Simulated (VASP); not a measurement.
RbBr:

```
Rb Br
1.0
     0.00000    3.86950    3.86950
     3.68492    0.00000    3.86950
     3.68492    3.86950    0.00000
Rb Br
1 1
Direct
  0.00000 0.00000 0.00000
  0.25000 0.25000 0.25000
```

This cell differs from its parent crystal: uniaxial x strain -4.8%.

Base run:

* Program: VASP 6.6.1
* Functional: PBE
* Potentials or basis: VASP PAW PBE potentials, release 64 (Rb_sv, Br)
* Cutoff: 520 eV
* k mesh: 6 × 6 × 6
* Occupations: fermi-dirac, width 0.02 eV
* Spin: no spin polarisation

Its results: band gap on the k mesh 4.13 eV, indirect (least direct gap 4.24 eV); pressure 0.7 GPa.

Q: The run is repeated on the same cell with these changes: functional from PBE to r2SCAN; occupations from fermi-dirac, width 0.02 eV to gaussian, width 0.01 eV. What comes out?

A: Band gap on the k mesh 4.69 eV, indirect (least direct gap 4.80 eV); pressure 0.5 GPa.

Caveats: the PAW data sets were made with another functional, which shifts forces and pressure a little (some runs).

A k mesh can miss the band edges.
